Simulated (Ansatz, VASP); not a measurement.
# One calculation of Hf, two programs

```
Hf
1.0
     3.08585    0.00000    0.00000
    -1.54292    2.67242    0.00000
     0.00000    0.00000    9.87313
Hf
4
Direct
  0.00000 0.00000 0.00000
  0.00000 0.00000 0.50000
  0.33333 0.66667 0.25000
  0.66667 0.33333 0.75000
```

Alike in both runs: task single point; functional revPBE; k mesh 13 × 13 × 4; occupations fermi-dirac, width 0.1 eV; no spin polarisation.

|  | VASP | Ansatz |
| --- | --- | --- |
| version | VASP 6.6.1 | Ansatz 0.2.0 |
| potentials or method | VASP PAW PBE potentials, release 64 (Hf_pv), cutoff 520 eV | plane waves (420 eV) with PAW, scalar-relativistic |
| valence electrons in the cell | 40 | 104 |

Ansatz gave:

- pressure (GPa): 16.0
- traceless stress, the component that is largest in VASP (GPa): 0.19

Question: Estimate VASP's values.

Answer: Pressure (GPa): 15.5; traceless stress, the component that is largest in VASP (GPa): 0.13.

VASP's potentials were made for PBE, not for revPBE. The functional is the same, so the differences come from potentials, cutoffs and numerics. VASP's potentials hold 40 valence electrons a cell and Ansatz's 104, so a difference there can come from the potentials and not from the codes.

Spin-orbit coupling is off throughout.
